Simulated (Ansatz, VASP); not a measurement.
**One calculation of HfIn4SiO6, two programs**

```
CELL_PARAMETERS angstrom
5.27743 0.00000 0.00000
-2.63872 4.57039 0.00000
0.00000 0.00000 10.55905
ATOMIC_POSITIONS crystal
Hf 0.66667 0.33333 0.00000
In 0.00000 0.00000 0.30446
In 0.00000 0.00000 0.69554
In 0.33333 0.66667 0.78919
In 0.33333 0.66667 0.21081
Si 0.00000 0.00000 0.00000
O 0.97300 0.70496 0.89972
O 0.29504 0.02700 0.10028
O 0.29504 0.26804 0.89972
O 0.73196 0.70496 0.10028
O 0.73196 0.02700 0.89972
O 0.97300 0.26804 0.10028
```

Alike in both runs: functional RPBE; k mesh 4 × 4 × 2; occupations fermi-dirac, width 0.05 eV; no spin polarisation.

```csv
,VASP,Ansatz
version,VASP 6.6.1,Ansatz 0.2.0
potentials or method,"VASP PAW PBE potentials, release 64 (Hf_pv, In_d, Si, O), cutoff 520 eV","all-electron LAPW, scalar-relativistic"
task,single point,band structure
```

Ansatz gave:

```
gap on the k mesh at the Fermi level (eV)                     : 0.38
least direct gap on the mesh (eV)                             : 1.78
pressure (GPa)                                                : 2.2
traceless stress, the component that is largest in VASP (GPa) : -0.09
rms of the force components (eV/Å)                            : 0.074
```

Estimate VASP's values.

gap on the k mesh at the Fermi level (eV): 0.37; least direct gap on the mesh (eV): 1.76; pressure (GPa): 1.8; traceless stress, the component that is largest in VASP (GPa): 0.05; rms of the force components (eV/Å): 0.091.

VASP's potentials were made for PBE, not for RPBE. Atom by atom the forces differ by 0.058 eV/Å (rms over components). Ansatz ran all-electron here, and VASP with PAW potentials.

Spin-orbit coupling is off throughout.
